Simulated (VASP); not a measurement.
A run of VASP 6.6.1:

Contents of INCAR:

```
SYSTEM = InSb3
ALGO     = Normal         ! electronic algorithm
EDIFF    = 1E-6           ! SCF threshold, eV
ENCUT    = 520            ! plane-wave cutoff, eV
GGA      = PE             ! functional
ISIF     = 2              ! what is computed and relaxed
ISMEAR   = -1             ! smearing method
LASPH    = .TRUE.         ! aspherical terms in the spheres
LCHARG   = .TRUE.         ! write CHGCAR
LELF     = .TRUE.         ! ELF
LREAL    = .FALSE.        ! projectors in reciprocal space
LVHAR    = .TRUE.       
LWAVE    = .FALSE.        ! write WAVECAR
NBANDS   = 22             ! bands
NELM     = 60             ! most SCF steps
PREC     = Accurate       ! precision mode
SIGMA    = 0.05           ! smearing width, eV
```

File KPOINTS:

```
k-points
0
G
  6 6 6
  0 0 0
```

The input POSCAR:

```
InSb3
1.0
    0.0000000000      3.7170933668      3.7170933668
    3.7170933668      0.0000000000      3.7170933668
    3.7170933668      3.7170933668      0.0000000000
Sb In
3 1
Direct
    0.5000000000      0.5000000000      0.5000000000
    0.7500000000      0.7500000000      0.7500000000
    0.2500000000      0.2500000000      0.2500000000
    0.0000000000      0.0000000000      0.0000000000
```

Potentials or basis: VASP PAW PBE potentials, release 64 (Sb, In_d).

Run with:

```sh
$ cat potpaw_PBE.64/Sb/POTCAR potpaw_PBE.64/In_d/POTCAR > POTCAR
$ mpirun -np 1 vasp_std > vasp.out
```

Hardware: 1 thread of Intel Xeon 8259CL, on a shared host.

Question: Estimate the wall time of this run.

Answer: Run time: 71 s on 1 thread of Intel Xeon 8259CL (shared host), peak memory 0.25 GiB. Counts: scf iterations 11, k points 16.
